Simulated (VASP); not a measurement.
Here is a VASP 6.6.1 calculation.

File INCAR:

```
PREC = Accurate ; ENCUT = 520
EDIFF = 1E-6 ; ISMEAR = -1
SIGMA = 0.15 ; LREAL = False
LASPH = True ; NELM = 80
ALGO = Normal ; ISIF = 2
LWAVE = False ; LCHARG = False
GGA = PE ; IVDW = 12
NBANDS = 83
```

Contents of KPOINTS:

```
regular mesh
0
Gamma
  4 4 1
```

The input POSCAR:

```
Cu12HF
1.0
    5.1053110000      0.0000000000      0.0000000000
    2.5526550000      4.4213290000      0.0000000000
    0.0000000000      0.0000000000     17.1684690000
Cu F H
12 1 1
Direct
    0.1666667508      0.1666666290      0.0582463119
    0.6666666529      0.1666666290      0.0582463119
    0.1666665963      0.6666667421      0.0582463119
    0.6666666943      0.6666667421      0.0582463119
   -0.1659687375      0.3331613639      0.1771520221
    0.3330928483      0.3332692500      0.1771746217
   -0.1661882011      0.8331750476      0.1773400995
    0.3334358154      0.8339558083      0.1772248300
    0.0011552670     -0.0005891894      0.2962375970
    0.5010389712      0.0005489300      0.2964501377
    0.0003212132      0.4997612709      0.2964633014
    0.4997938555      0.5002183733      0.2953613394
    0.9016787233      0.1342718445      0.4583628861
    0.7315613743      0.2571012019      0.4269167507
```

Potentials or basis: VASP PAW PBE potentials, release 64 (Cu, F, H).

Run with:

```bash
$ cat potpaw_PBE.64/Cu/POTCAR potpaw_PBE.64/F/POTCAR potpaw_PBE.64/H/POTCAR > POTCAR
$ mpirun -np 1 vasp_std > vasp.out
```

Q: What does it give for the band gap on the k mesh?

A: Zero (bands 70 and 71 overlap by 0.05 eV).

Q: Estimate the dispersion energy per atom.

A: -0.342 eV.

Forces in eV/Å, atoms in the order of the input:
```
Cu   0.004  0.002 -0.043
Cu  -0.002  0.006 -0.006
Cu   0.006 -0.005 -0.019
Cu  -0.002 -0.002 -0.008
Cu  -0.001 -0.004 -0.002
Cu   0.001 -0.002 -0.006
Cu   0.003  0.003  0.005
Cu  -0.003  0.003 -0.003
Cu   0.004  0.001  0.053
Cu  -0.008 -0.003  0.011
Cu   0.000  0.002  0.010
Cu  -0.002  0.014  0.002
F    0.136 -0.149  0.131
H   -0.136  0.132 -0.126
```

With open d or f shells a metallic result of PBE can be an artefact of self-interaction; +U or a hybrid may open a gap.
